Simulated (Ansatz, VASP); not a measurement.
# Two plane-wave programs on Si5O

```xyz
6
Lattice="-2.7006 2.7006 3.0804 2.7006 -2.7006 3.0804 2.7006 2.7006 -3.0804" Properties=species:S:1:pos:R:3 pbc="T T T"
Si    1.3503    1.3503    1.5402
Si    1.3503    1.3503   -1.5402
Si   -1.3503    1.3503    1.5402
Si    1.3503   -1.3503    1.5402
Si    0.0000    0.0000    0.0000
O     0.0000    0.0000    3.0804
```

Alike in both runs: functional PBE; k mesh 6 × 6 × 6; occupations gaussian, width 0.1 eV; no spin polarisation.

Ansatz relaxed the structure, and its values are those at the end. VASP's run is a single point on that final structure, the one shown.

```csv
,VASP,Ansatz
version,VASP 6.6.1,Ansatz 0.2.0
potentials or method,"VASP PAW PBE potentials, release 64 (Si, O), cutoff 520 eV","scalar-relativistic, plane waves, PAW"
valence electrons in the cell,26,26
```

|  | VASP | Ansatz | Ansatz less VASP |
| --- | --- | --- | --- |
| gap on the k mesh at the Fermi level (eV) | none | none | - |
| pressure (GPa) | -0.1 | 0.0 | +0.06 |

A gap of «none» marks a metal or a gap that the smearing closes.
